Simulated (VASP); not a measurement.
# CdO (Monteponite) (Fm-3m) in VASP: a series of runs, part 2 of 2

VASP 6.6.1. The steps go on from the part before.

## (4) Single point, BLYP+D3(BJ)

Input file INCAR:

```
SYSTEM = CdO
PREC     = Accurate       ! precision mode
ENCUT    = 600            ! plane-wave cutoff, eV
EDIFF    = 1E-6           ! SCF threshold, eV
ISMEAR   = -1             ! smearing method
SIGMA    = 0.05           ! smearing width, eV
LREAL    = .FALSE.        ! projectors in reciprocal space
LASPH    = .TRUE.         ! aspherical terms in the spheres
NELM     = 120            ! most SCF steps
ALGO     = Normal         ! electronic algorithm
ISIF     = 2              ! what is computed and relaxed
LWAVE    = .FALSE.        ! write WAVECAR
LCHARG   = .FALSE.        ! write CHGCAR
GGA      = B5             ! functional
ALDAX    = 1.0          
AGGAX    = 1.0          
AGGAC    = 1.0          
ALDAC    = 0.0          
IVDW     = 12             ! dispersion correction
VDW_S6   = 1.0          
VDW_S8   = 2.6996       
VDW_A1   = 0.4298       
VDW_A2   = 4.2359       
NBANDS   = 16             ! bands
GGA_COMPAT= .FALSE.
```

Input file KPOINTS:

```
regular mesh
0
G
  10 10 10
  0 0 0
```

Input file POSCAR:

```
CdO
1.0
    0.0000000000      2.3015375624      2.3015375624
    2.3015375624      0.0000000000      2.3015375624
    2.3015375624      2.3015375624      0.0000000000
Cd O
1 1
Direct
    0.0000000000      0.0000000000      0.0000000000
    0.5000000000      0.5000000000      0.5000000000
```

Command:

```sh
> cat potpaw_PBE.64/Cd/POTCAR potpaw_PBE.64/O/POTCAR > POTCAR
> mpirun -np 1 vasp_std > vasp.out
```

Run time: 15 s. Hardware: 1 thread of Intel Xeon 6975P-C (Granite Rapids), shared host; peak memory 0.18 GiB.

It converged, with:

```yaml
Free_energy: -8.0546 eV
Pressure: 16.9 GPa
Band_gap_on_the_k_mesh: zero (band 9 reaches 3.05 eV, above the bottom of band 10 at 2.90 eV)
Dispersion_energy_per_atom: -0.689 eV
```

Levels at points of the mesh, in eV from the Fermi level:
```tsv
k point	band 6	band 7	band 8	band 9	band 10	band 11	band 12	band 13
(0.00, 0.00, 0.00)	-6.71	-1.73	-1.73	-1.73	-0.30	15.49	17.58	17.58
(0.50, 0.00, 0.00)	-6.42	-4.12	-0.16	-0.16	4.59	7.59	12.18	12.18
(0.50, 0.50, 0.00)	-5.84	-4.85	-2.75	-2.75	3.95	8.85	11.74	13.79
```

Caveat: the PAW data sets were made with another functional, which shifts forces and pressure a little; pairwise dispersion overbinds metals, which lowers pressure and volume.

## (5) Single point, BLYP+D3(BJ)

This run uses another cell than the first one, of 12.45 Å³/atom, 1.021 times its volume.

Input file INCAR:

```
SYSTEM = CdO
PREC = Accurate
ENCUT = 600
EDIFF = 1E-6
ISMEAR = -1
SIGMA = 0.05
LREAL = .FALSE.
LASPH = .TRUE.
NELM = 120
ALGO = Normal
ISIF = 2
LWAVE = .FALSE.
LCHARG = .TRUE.
GGA = B5
ALDAX = 1.0
AGGAX = 1.0
AGGAC = 1.0
ALDAC = 0.0
IVDW = 12
VDW_S6 = 1.0
VDW_S8 = 2.6996
VDW_A1 = 0.4298
VDW_A2 = 4.2359
LELF = .TRUE.
LVHAR = .TRUE.
NBANDS = 16
GGA_COMPAT = .FALSE.
```

KPOINTS is that of step 4.

Input file POSCAR:

```
CdO
1.0
    0.0000000000      2.3177461075      2.3177461075
    2.3177461075      0.0000000000      2.3177461075
    2.3177461075      2.3177461075      0.0000000000
Cd O
1 1
Direct
    0.0000000000      0.0000000000      0.0000000000
    0.5000000000      0.5000000000      0.5000000000
```

Command:

```sh
> cat potpaw_PBE.64/Cd/POTCAR potpaw_PBE.64/O/POTCAR > POTCAR
> mpirun -np 1 vasp_std > vasp.out
```

Wall time 16 s (1 thread of Intel Xeon 6975P-C (Granite Rapids), shared host); peak memory 0.18 GiB.

Results (log left out):

- Free energy: -8.1036 eV
- Pressure: 12.7 GPa
- Band gap on the k mesh: zero (band 9 reaches 2.83 eV, above the bottom of band 10 at 2.64 eV)
- Dispersion energy per atom: -0.675 eV

Levels at points of the mesh, in eV from the Fermi level:
```tsv
k point	band 5	band 6	band 7	band 8	band 9	band 10	band 11	band 12	band 13	band 14
(0.00, 0.00, 0.00)	-6.67	-6.67	-1.64	-1.64	-1.64	-0.35	15.47	17.43	17.43	17.43
(0.50, 0.00, 0.00)	-6.40	-6.40	-4.07	-0.16	-0.16	4.58	7.43	12.07	12.07	18.41
(0.50, 0.50, 0.00)	-6.25	-5.86	-4.69	-2.64	-2.64	3.86	8.75	11.66	13.60	13.60
```

Caveat: the PAW data sets were made with another functional, which shifts forces and pressure a little; pairwise dispersion overbinds metals, which lowers pressure and volume.

## (6) Single point, PBE+D4

This run uses another cell than the first one, of 12.71 Å³/atom, 1.043 times its volume.

Input file INCAR:

```
SYSTEM = CdO
ALGO = Normal
EDIFF = 1E-6
ENCUT = 600
GGA = PE
GGA_COMPAT = .FALSE.
ISIF = 2
ISMEAR = -1
IVDW = 13
LASPH = .TRUE.
LCHARG = .FALSE.
LREAL = .FALSE.
LWAVE = .FALSE.
NBANDS = 16
NELM = 120
PREC = Accurate
SIGMA = 0.05
```

Input file KPOINTS:

```
k-points
0
G
  10 10 10
  0 0 0
```

Input file POSCAR:

```
CdO
1.0
    0.0000000000      2.3337310685      2.3337310685
    2.3337310685      0.0000000000      2.3337310685
    2.3337310685      2.3337310685      0.0000000000
Cd O
1 1
Direct
    0.0000000000      0.0000000000      0.0000000000
    0.5000000000      0.5000000000      0.5000000000
```

Potentials or basis: VASP PAW PBE potentials, release 64 (Cd, O).

Command:

```sh
> cat potpaw_PBE.64/Cd/POTCAR potpaw_PBE.64/O/POTCAR > POTCAR
> mpirun -np 1 vasp_std > vasp.out
```

It took 11 s on 1 thread of Intel Xeon 6975P-C (Granite Rapids), shared host; peak memory 0.17 GiB.

It converged, with:

```yaml
Free_energy: -8.3074 eV
Pressure: 7.0 GPa
Band_gap_on_the_k_mesh: zero (band 9 reaches 2.23 eV, above the bottom of band 10 at 1.85 eV)
Dispersion_energy_per_atom: -0.320 eV
```

Levels at points of the mesh, in eV from the Fermi level:
| k point | band 7 | band 8 | band 9 | band 10 | band 11 | band 12 |
| --- | --- | --- | --- | --- | --- | --- |
| (0.00, 0.00, 0.00) | -1.57 | -1.57 | -1.57 | -0.55 | 14.86 | 17.01 |
| (0.50, 0.00, 0.00) | -4.02 | -0.16 | -0.16 | 4.29 | 7.30 | 11.90 |
| (0.50, 0.50, 0.00) | -4.64 | -2.57 | -2.57 | 3.81 | 8.48 | 11.13 |

Caveat: pairwise dispersion overbinds metals, which lowers pressure and volume.

## (7) Overview

```csv
level,cell,gap on the mesh (eV),pressure (GPa)
revPBE,"a = 3.255 Å, angles 60.0°, 2 atoms",none,22.4
revPBE,"a = 3.278 Å, angles 60.0°, 2 atoms",none,18.1
BLYP+D3(BJ),"a = 3.255 Å, angles 60.0°, 2 atoms",none,16.9
BLYP+D3(BJ),"a = 3.278 Å, angles 60.0°, 2 atoms",none,12.7
PBE+D4,"a = 3.300 Å, angles 60.0°, 2 atoms",none,7.0
```

Alike in all rows: task single point; potentials or basis VASP PAW PBE potentials, release 64 (Cd, O); no spin polarisation; k mesh 10 × 10 × 10; cutoff (eV) 600; smearing fermi-dirac 0.05 eV.

Caveats: the PAW data sets were made with another functional, which shifts forces and pressure a little (some runs); pairwise dispersion overbinds metals, which lowers pressure and volume (some runs).

Absolute energies hang on the potentials; compare differences alone.
